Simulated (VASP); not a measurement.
## Ge: single point with PBE+D3(BJ)

The system is Ge, a slab with vacuum.

```xyz
2
Lattice="4.1590 0.0000 0.0000 -2.0795 3.6018 0.0000 0.0000 0.0000 28.0000" Properties=species:S:1:pos:R:3 pbc="T T T"
Ge    0.0000    2.4012   14.0735
Ge    2.0795    1.2006   13.9265
```

| Property | Result |
| --- | --- |
| Program | VASP 6.6.1 |
| Task | single point |
| Functional | PBE |
| Dispersion | D3(BJ) |
| Potentials or basis | VASP PAW PBE potentials, release 64 (Ge_d) |
| Cutoff | 520 eV |
| k mesh | 12 × 12 × 1 |
| Occupations | gaussian, width 0.1 eV |
| Spin | no spin polarisation |
| Dipole correction | yes |
| Further INCAR settings | ALGO = Normal; EDIFF = 1e-07; NBANDS = 21 |

* Largest force: 0.329 eV/Å
* Band gap on the k mesh: zero (bands 14 and 15 overlap by 1.70 eV)
* Dispersion energy per atom: -0.144 eV

Forces on the atoms (eV/Å):
```
Ge   0.000  0.000  0.329
Ge   0.000  0.000 -0.329
```

Levels at points of the mesh, in eV from the Fermi level:
| k point | band 10 | band 11 | band 12 | band 13 | band 14 | band 15 | band 16 | band 17 | band 18 | band 19 |
| --- | --- | --- | --- | --- | --- | --- | --- | --- | --- | --- |
| (0.00, 0.00, 0.00) | -24.58 | -11.42 | -2.46 | -1.25 | -1.25 | -1.25 | 3.43 | 3.43 | 3.51 | 4.57 |
| (0.50, 0.00, 0.00) | -24.52 | -9.54 | -7.73 | -2.64 | -0.51 | 0.68 | 1.24 | 6.19 | 6.56 | 6.93 |

It took 7.1 min on 1 thread of Intel Xeon 8259CL, with other jobs on the host, peak memory 0.54 GiB.
